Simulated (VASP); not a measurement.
A run of VASP 6.6.1:

Contents of INCAR:

```
SYSTEM = K2Nb2O
PREC = Accurate ; ENCUT = 520
EDIFF = 1E-6 ; ISMEAR = 0
SIGMA = 0.1 ; LREAL = .FALSE.
LASPH = .TRUE. ; NELM = 150
ALGO = Normal ; ISIF = 2
LWAVE = .FALSE. ; LCHARG = .FALSE.
ISPIN = 2 ; MAGMOM = 0 0 0 0 0
LORBIT = 11 ; LMAXMIX = 4
GGA = PE ; NBANDS = 37
```

The input KPOINTS:

```
regular mesh
0
G
  6 6 2
  0 0 0
```

Contents of POSCAR:

```
K2Nb2O
1.0
    4.5219239100      0.0000000000      0.0000000000
   -2.2609619600      3.9161009800      0.0000000000
    0.0000000000      0.0000000000      7.9565783600
K Nb O
2 2 1
Direct
    0.0000000000      0.0000000000      0.6861934400
    0.0000000000      0.0000000000      0.3138065600
    0.3333333300      0.6666666700      0.0000000000
    0.6666666700      0.3333333300      0.0000000000
    0.0000000000      0.0000000000      0.0000000000
```

Potentials or basis: VASP PAW PBE potentials, release 64 (K_sv, Nb_sv, O).

The run is started by

```sh
$ cat potpaw_PBE.64/K_sv/POTCAR potpaw_PBE.64/Nb_sv/POTCAR potpaw_PBE.64/O/POTCAR > POTCAR
$ mpirun -np 1 vasp_std > vasp.out
```

Hardware: 1 thread of Intel(R) Xeon(R) 6975P-C (Granite Rapids), on a shared host.

Problem. Estimate the wall time of this run.

Solution. Run time: 81 s on 1 thread of Intel(R) Xeon(R) 6975P-C (Granite Rapids), with other jobs on the host, peak memory 0.38 GiB. Counts: scf iterations 15, k points 14.
